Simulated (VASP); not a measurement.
# Ca3SbP (P4mm) in VASP: notebook

The runs below take Ca3SbP through single point, with LDA.

Program: VASP 6.6.1. These are calculated values, not measurements. Logs are shortened: lines on timing, memory, paths and dates and some standing lists are left out, and cuts for length are marked.

### 1 The cell of the first run

It takes space group P4mm (No. 99, tetragonal). The conventional cell has a = 5.252 Å, b = 5.252 Å, c = 5.252 Å, α = 90.00°, β = 90.00°, γ = 90.00°. Ca (site symmetry 4mm) has 2 P at 2.60 to 2.65 Å within 3.4 Å. Ca (site symmetry 2mm) has 2 P at 2.63 Å and 4 Sb at 3.50 to 3.94 Å and 8 Ca at 3.62 to 3.81 Å within 4.0 Å. Within 4.7 Å of Sb (site symmetry 4mm) lie 12 Ca at 3.50 to 3.94 Å and 8 P at 4.46 to 4.64 Å. P (site symmetry 4mm) has 6 Ca at 2.60 to 2.65 Å within 3.4 Å.

### 2 Single point, LDA

INCAR

```
SYSTEM = Ca3SbP
PREC = Accurate
ENCUT = 500
EDIFF = 1E-6
ISMEAR = 0
SIGMA = 0.05
LREAL = .FALSE.
LASPH = .TRUE.
NELM = 120
ALGO = Normal
ISIF = 2
LWAVE = .FALSE.
LCHARG = .FALSE.
GGA = CA
NBANDS = 28
GGA_COMPAT = .FALSE.
```

KPOINTS

```
regular mesh
0
G
  6 6 6
  0 0 0
```

POSCAR

```
Ca3SbP
1.0
    5.2516179336      0.0000000000      0.0000000000
    0.0000000000      5.2516179336      0.0000000000
    0.0000000000      0.0000000000      5.2516179336
Ca Sb P
3 1 1
Direct
   -0.0086120789      0.5000000000      0.5000000000
    0.4657248486      0.0000000000      0.5000000000
    0.4657248486      0.5000000000      0.0000000000
    0.0263291015      0.0000000000      0.0000000000
    0.4963415017      0.5000000000      0.5000000000
```

Potentials or basis: VASP PAW LDA potentials, release 64 (Ca_sv, Sb, P).

Command:

```sh
> cat potpaw_LDA.64/Ca_sv/POTCAR potpaw_LDA.64/Sb/POTCAR potpaw_LDA.64/P/POTCAR > POTCAR
> mpirun -np 1 vasp_std > vasp.out
```

OUTCAR:

```text
SYSTEM = Ca3SbP
   PREC = Accurate
   ENCUT = 500
   EDIFF = 1E-6
   ISMEAR = 0
   LREAL = .FALSE.
   LASPH = .TRUE.
   NELM = 120
   ISIF = 2
   GGA = CA

 ion  position               nearest neighbor table
   1  0.991  0.500  0.500-   5 2.60   5 2.65
   2  0.466  0.000  0.500-   5 2.63   5 2.63
   3  0.466  0.500  0.000-   5 2.63   5 2.63
   4  0.026  0.000  0.000-
   5  0.496  0.500  0.500-   1 2.60   2 2.63   3 2.63   3 2.63   2 2.63   1 2.65

  LATTYP: Found a simple cubic cell.
 ALAT       =     5.2516179336

  Lattice vectors:

 A1 = (   5.2516179336,   0.0000000000,   0.0000000000)
 A2 = (   0.0000000000,   5.2516179336,   0.0000000000)
 A3 = (   0.0000000000,   0.0000000000,   5.2516179336)

Analysis of symmetry for initial positions (statically):
=====================================================================
 Subroutine PRICEL returns:
 Original cell was already a primitive cell.

 Routine SETGRP: Setting up the symmetry group for a
 simple cubic supercell.

 Subroutine GETGRP returns: Found  8 space group operations
 (whereof  8 operations were pure point group operations)
 out of a pool of 48 trial point group operations.

The static configuration has the point symmetry C_4v.

Analysis of symmetry for dynamics (positions and initial velocities):
=====================================================================
 Subroutine PRICEL returns:
 Original cell was already a primitive cell.

 Routine SETGRP: Setting up the symmetry group for a
 simple cubic supercell.

 Subroutine GETGRP returns: Found  8 space group operations
 (whereof  8 operations were pure point group operations)
 out of a pool of 48 trial point group operations.

The dynamic configuration has the point symmetry C_4v.

 Subroutine INISYM returns: Found  8 space group operations
 (whereof  8 operations are pure point group operations),
 and found     1 'primitive' translations

----------------------------------------------------------------------------------------

                                     Primitive cell

  volume of cell :     144.8369

  direct lattice vectors                    reciprocal lattice vectors
     5.251617934  0.000000000  0.000000000     0.190417508  0.000000000  0.000000000
     0.000000000  5.251617934  0.000000000     0.000000000  0.190417508  0.000000000
     0.000000000  0.000000000  5.251617934     0.000000000  0.000000000  0.190417508

  length of vectors
     5.251617934  5.251617934  5.251617934     0.190417508  0.190417508  0.190417508

  position of ions in fractional coordinates (direct lattice)
     0.991387921  0.500000000  0.500000000
     0.465724849  0.000000000  0.500000000
     0.465724849  0.500000000  0.000000000
     0.026329101  0.000000000  0.000000000
     0.496341502  0.500000000  0.500000000

  ion indices of the primitive-cell ions
   primitive index   ion index
                 1           1
                 2           2
                 3           3
                 4           4
                 5           5

----------------------------------------------------------------------------------------

 KPOINTS: regular mesh

Automatic generation of k-mesh.
 Grid dimensions read from file:
 generate k-points for:    6    6    6

 Generating k-lattice:

  Cartesian coordinates                     Fractional coordinates (reciprocal lattice)
     0.031736251  0.000000000  0.000000000     0.166666667  0.000000000  0.000000000
     0.000000000  0.031736251  0.000000000     0.000000000  0.166666667  0.000000000
     0.000000000  0.000000000  0.031736251     0.000000000  0.000000000  0.166666667

  Length of vectors
     0.031736251  0.031736251  0.031736251

  Shift w.r.t. Gamma in fractional coordinates (k-lattice)
     0.000000000  0.000000000  0.000000000

 Subroutine IBZKPT returns following result:
 ===========================================

 Found     40 irreducible k-points:

 Following reciprocal coordinates:
            Coordinates               Weight
  0.000000  0.000000  0.000000      1.000000
  0.166667  0.000000  0.000000      2.000000
  0.000000  0.166667  0.000000      4.000000
  0.333333  0.000000  0.000000      2.000000
  0.000000  0.333333  0.000000      4.000000
  0.500000  0.000000  0.000000      1.000000
[... 16 lines left out ...]
  0.166667  0.166667  0.166667      8.000000
  0.333333  0.166667  0.166667      8.000000
 [... further k-points ...]
   k-points           NKPTS =     40   k-points in BZ     NKDIM =     40   number of bands    NBANDS=     28
   number of dos      NEDOS =    301   number of ions     NIONS =      5
   total plane-waves  NPLWV =  64000
   dimension x,y,z NGX =    40 NGY =   40 NGZ =   40
   dimension x,y,z NGXF=    80 NGYF=   80 NGZF=   80
   ions per type =               3   1   1
   NGX,Y,Z   is equivalent  to a cutoff of  12.66, 12.66, 12.66 a.u.
   NGXF,Y,Z  is equivalent  to a cutoff of  25.32, 25.32, 25.32 a.u.
 SYSTEM =  Ca3SbP
   PREC   = accura    normal or accurate (medium, high low for compatibility)
   ISTART =      0    job   : 0-new  1-cont  2-samecut
   ICHARG =      2    charge: 1-file 2-atom 10-const
   ISPIN  =      1    spin polarized calculation?
   LNONCOLLINEAR =      F non collinear calculations
   LSORBIT =      F    spin-orbit coupling
   LASPH  =      T    aspherical Exc in radial PAW
   ENCUT  =  500.0 eV  36.75 Ry    6.06 a.u.   9.57  9.57  9.57*2*pi/ulx,y,z
   NELM   =    120;   NELMIN=  2; NELMDL= -5     # of ELM steps
   EDIFF  = 0.1E-05   stopping-criterion for ELM
   LREAL  =      F    real-space projection
   EDIFFG = 0.1E-04   stopping-criterion for IOM
   NSW    =      0    number of steps for IOM
   IBRION =     -1    ionic relax: 0-MD 1-quasi-New 2-CG
   NFREE  =      0    steps in history (QN), initial steepest desc. (CG)
   ISIF   =      2    stress and relaxation
   ISYM   =      2    0-nonsym 1-usesym 2-fastsym
   POTIM  = 0.5000    time-step for ionic-motion
   TEBEG  =    0.0;   TEEND  =   0.0 temperature during run
   PSTRESS=    0.0 pullay stress
   NELECT =      40.0000    total number of electrons
   NUPDOWN=      -1.0000    fix difference up-down
   EMIN   =  10.00;   EMAX   =-10.00  energy-range for DOS
   EFERMI =   0.00;   METHOD = LEGACY
   ISMEAR =     0;   SIGMA  =   0.05  broadening in eV -4-tet -1-fermi 0-gaus
   EFERMI_NEDOS =   21; number of points for ismear=-14 and -15
   IALGO  =     38    algorithm
   IMIX   =      4    mixing-type and parameters
     AMIX     =   0.40;   BMIX     =  1.00
     AMIX_MAG =   1.60;   BMIX_MAG =  1.00
  volume/ion in A,a.u.               =      28.97       195.48
  Fermi-wavevector in a.u.,A,eV,Ry     =   1.066109  2.014654 15.464231  1.136589
  Thomas-Fermi vector in A             =   2.201683
   LORBIT       =      0    0 simple, 1 ext, 2 COOP (PROOUT), +10 PAW based schemes
   GGA     = CA    functional components
   LHFCALC =     F    Hartree Fock is set to
   AEXX    =    0.0000 exact exchange contribution
   IVDW    =     0    specifies the selected vdW correction
   LEPSILON=     F    determine dielectric tensor
   LRPA    =     F    only Hartree local field effects (RPA)
 non-spin polarized calculation
 Gauss-broadening in eV      SIGMA  =   0.05
  energy-cutoff  :      500.00
  volume of cell :      144.84
 maximum number of plane-waves:      3743
 NGX is ok and might be reduce to    40
   NGX = 19   NGY = 19   NGZ = 19

 number of electron      40.0000000 magnetization

 Free energy of the ion-electron system (eV)
  ---------------------------------------------------
  ext. energy  EPLUGINS =         0.00000000
  ---------------------------------------------------
  free energy    TOTEN  =       -22.61764194 eV

  energy without entropy =      -22.61764194  energy(sigma->0) =      -22.61764194

 E-fermi :   3.8571     XC(G=0):  -9.1078

 val. band max:        3.5508881234   @ k =   0.0000   0.0000   0.0000
 cond. band min:       4.2212534522   @ k =   0.0000   0.0000   0.0000
 fundamental gap:      0.6703653289
 Fermi energy:         3.8570961353

 k-point     1 :       0.0000    0.0000    0.0000
  band No.  band energies     occupation
      1     -36.8005      2.00000
      2     -36.7311      2.00000
      3     -36.7127      2.00000
      4     -18.2251      2.00000
      5     -18.2227      2.00000
      6     -18.2227      2.00000
[... 20 lines left out ...]
     27       7.3113      0.00000
     28       7.3267      0.00000

 k-point     2 :       0.1667    0.0000    0.0000
  band No.  band energies     occupation
      1     -36.7995      2.00000
      2     -36.7321      2.00000
      3     -36.7127      2.00000
      4     -18.2157      2.00000
      5     -18.2145      2.00000
      6     -18.2145      2.00000
[... 20 lines left out ...]
     27       7.1039      0.00000
     28       7.3282      0.00000

 k-point     3 :       0.0000    0.1667    0.0000
  band No.  band energies     occupation
      1     -36.7999      2.00000
      2     -36.7302      2.00000
      3     -36.7142      2.00000
      4     -18.2182      2.00000
      5     -18.2181      2.00000
      6     -18.2144      2.00000
[... 20 lines left out ...]
     27       7.1591      0.00000
     28       7.3318      0.00000

 k-point     4 :       0.3333    0.0000    0.0000
  band No.  band energies     occupation
      1     -36.7975      2.00000
      2     -36.7340      2.00000
      3     -36.7127      2.00000
      4     -18.1934      2.00000
      5     -18.1934      2.00000
      6     -18.1887      2.00000
[... 20 lines left out ...]
     27       6.7822      0.00000
     28       7.3492      0.00000

 k-point     5 :       0.0000    0.3333    0.0000
  band No.  band energies     occupation
      1     -36.7987      2.00000
      2     -36.7274      2.00000
      3     -36.7180      2.00000
      4     -18.2088      2.00000
      5     -18.2020      2.00000
      6     -18.1931      2.00000
[... 20 lines left out ...]
     27       6.8781      0.00000
     28       7.3286      0.00000

 k-point     6 :       0.5000    0.0000    0.0000
  band No.  band energies     occupation
      1     -36.7964      2.00000
      2     -36.7350      2.00000
      3     -36.7127      2.00000
      4     -18.1763      2.00000
      5     -18.1763      2.00000
      6     -18.1607      2.00000
[... 463 lines left out ...]
      5     -18.2216      2.00000
      6     -18.1697      2.00000
[... 20 lines left out ...]
     27       7.1009      0.00000
     28       7.2170      0.00000

 k-point    22 :       0.0000    0.5000    0.5000
  band No.  band energies     occupation
      1     -36.7962      2.00000
      2     -36.7238      2.00000
      3     -36.7238      2.00000
      4     -18.2198      2.00000
      5     -18.1743      2.00000
      6     -18.1743      2.00000
[... 20 lines left out ...]
     27       7.0919      0.00000
     28       7.1613      0.00000

 k-point    23 :       0.1667    0.1667    0.1667
  band No.  band energies     occupation
      1     -36.7986      2.00000
      2     -36.7301      2.00000
      3     -36.7155      2.00000
      4     -18.2366      2.00000
      5     -18.1989      2.00000
      6     -18.1849      2.00000
[... 20 lines left out ...]
     27       7.2930      0.00000
     28       7.2962      0.00000

 k-point    24 :       0.3333    0.1667    0.1667
  band No.  band energies     occupation
      1     -36.7970      2.00000
      2     -36.7315      2.00000
      3     -36.7154      2.00000
      4     -18.2387      2.00000
      5     -18.1906      2.00000
      6     -18.1726      2.00000
[... 20 lines left out ...]
     27       7.0554      0.00000
     28       7.3161      0.00000

 [... further k-points ...]
[... 5 lines left out ...]
  --------------------------------------------------------------------------------------
  -------------------------------------------------------------------------------------
  Total        0.8651598      0.1758895      0.1758895      0.0000000     -0.0000000      0.0000000
  in kB        9.5703437      1.9456793      1.9456793      0.0000000     -0.0000000      0.0000000
  external PRESSURE =       4.4872341 kB  Pullay stress =       0.0000000 kB

 VOLUME and BASIS-vectors are now :
 -----------------------------------------------------------------------------
  energy-cutoff  :      500.00
  volume of cell :      144.84
      direct lattice vectors                 reciprocal lattice vectors
     5.251617934  0.000000000  0.000000000     0.190417508  0.000000000  0.000000000
     0.000000000  5.251617934  0.000000000     0.000000000  0.190417508  0.000000000
     0.000000000  0.000000000  5.251617934     0.000000000  0.000000000  0.190417508

 POSITION                                       TOTAL-FORCE (eV/Angst)
 -----------------------------------------------------------------------------------
      5.20639      2.62581      2.62581        -0.003416      0.000000     -0.000000
      2.44581      0.00000      2.62581         0.019134      0.000000     -0.000000
      2.44581      2.62581      0.00000         0.019134      0.000000     -0.000000
      0.13827      0.00000      0.00000        -0.006408      0.000000     -0.000000
      2.60660      2.62581      2.62581        -0.028442     -0.000000      0.000000
 -----------------------------------------------------------------------------------
    total drift:                                0.000459     -0.000000     -0.000000

  FREE ENERGIE OF THE ION-ELECTRON SYSTEM (eV)
  ---------------------------------------------------
  free  energy   TOTEN  =       -22.6176419395 eV

  energy  without entropy=      -22.6176419395  energy(sigma->0) =      -22.61764194
```

Run time: 96 s. Hardware: 1 thread of AMD EPYC 9R45 (Zen 5), shared host; peak memory 0.26 GiB.

What came out:

- Free energy: -22.6176 eV
- Pressure: 0.4 GPa
- Largest force: 0.028 eV/Å
- Band gap on the k mesh: 0.67 eV

Forces on the atoms (eV/Å):
```
Ca  -0.003  0.000  0.000
Ca   0.019  0.000  0.000
Ca   0.019  0.000  0.000
Sb  -0.006  0.000  0.000
P   -0.028  0.000  0.000
```

Stress tensor (GPa, compression positive):
```
0.96 0.00 0.00
0.00 0.19 0.00
0.00 0.00 0.19
```

Levels at points of the mesh, in eV from the valence-band top:
```
           k point  band 17  band 18  band 19  band 20  band 21  band 22  band 23  band 24
(0.00, 0.00, 0.00)    -1.66    -0.06     0.00     0.00     0.67     0.91     1.00     1.04
(0.50, 0.00, 0.00)    -1.54    -1.54    -0.98    -0.98     1.32     1.58     1.87     2.84
(0.00, 0.50, 0.00)    -1.53    -1.52    -1.00    -0.91     1.30     1.60     1.87     2.70
(0.50, 0.50, 0.00)    -1.75    -1.28    -1.22    -0.96     1.83     1.89     2.00     2.39
(0.00, 0.50, 0.50)    -1.72    -1.23    -1.23    -0.84     1.79     1.79     1.95     2.27
(0.50, 0.50, 0.50)    -3.15    -1.63    -1.63    -1.58     2.03     2.11     2.11     2.93
```

Caveat: semilocal functionals underestimate gaps, and a narrow one can read as zero; spin-orbit coupling is left out, which moves the levels of the heavy elements. A k mesh can miss the band edges.

### 3 Single point, LDA

This run uses another cell than the first one, of 26.85 Å³/atom.

INCAR

```
  PREC = Accurate
  ENCUT = 500
  EDIFF = 1E-6
  ISMEAR = -4
  SIGMA = 0.05
  LREAL = F
  LASPH = T
  NELM = 120
  ALGO = Normal
  ISIF = 2
  LWAVE = F
  LCHARG = F
  GGA = CA
  NBANDS = 28
  GGA_COMPAT = F
```

KPOINTS

```
Automatic mesh
0
Gamma
  9 9 9
```

POSCAR

```
Ca3SbP
1.0
    5.1203274853      0.0000000000      0.0000000000
    0.0000000000      5.1203274853      0.0000000000
    0.0000000000      0.0000000000      5.1203274853
Ca Sb P
3 1 1
Direct
   -0.0057413859      0.5000000000      0.5000000000
    0.4771498990      0.0000000000      0.5000000000
    0.4771498990      0.5000000000      0.0000000000
    0.0175527343      0.0000000000      0.0000000000
    0.4975610011      0.5000000000      0.5000000000
```

Potentials or basis: VASP PAW LDA potentials, release 64 (Ca_sv, Sb, P).

Command:

```sh
> cat potpaw_LDA.64/Ca_sv/POTCAR potpaw_LDA.64/Sb/POTCAR potpaw_LDA.64/P/POTCAR > POTCAR
> mpirun -np 1 vasp_std > vasp.out
```

Wall time 2.9 min (1 thread of AMD EPYC 9R45 (Zen 5), shared host); peak memory 0.35 GiB.

The run converged. Its results:

* Free energy: -22.4722 eV
* Pressure: 4.3 GPa
* Largest force: 0.083 eV/Å
* Band gap on the k mesh: 0.47 eV

Forces in eV/Å, atoms in the order of the input:
```
Ca  -0.008  0.000  0.000
Ca   0.037  0.000  0.000
Ca   0.037  0.000  0.000
Sb  -0.083  0.000  0.000
P    0.018  0.000  0.000
```

Stress tensor (GPa, compression positive):
```
4.57 0.00 0.00
0.00 4.17 0.00
0.00 0.00 4.17
```

Levels at points of the mesh, in eV from the valence-band top:
```tsv
k point	band 16	band 17	band 18	band 19	band 20	band 21	band 22	band 23	band 24	band 25
(0.00, 0.00, 0.00)	-1.77	-1.77	-0.05	0.00	0.00	0.47	0.68	0.76	0.90	0.90
```

Caveat: the cell stands under pressure; semilocal functionals underestimate gaps, and a narrow one can read as zero; spin-orbit coupling is left out, which moves the levels of the heavy elements. A k mesh can miss the band edges.
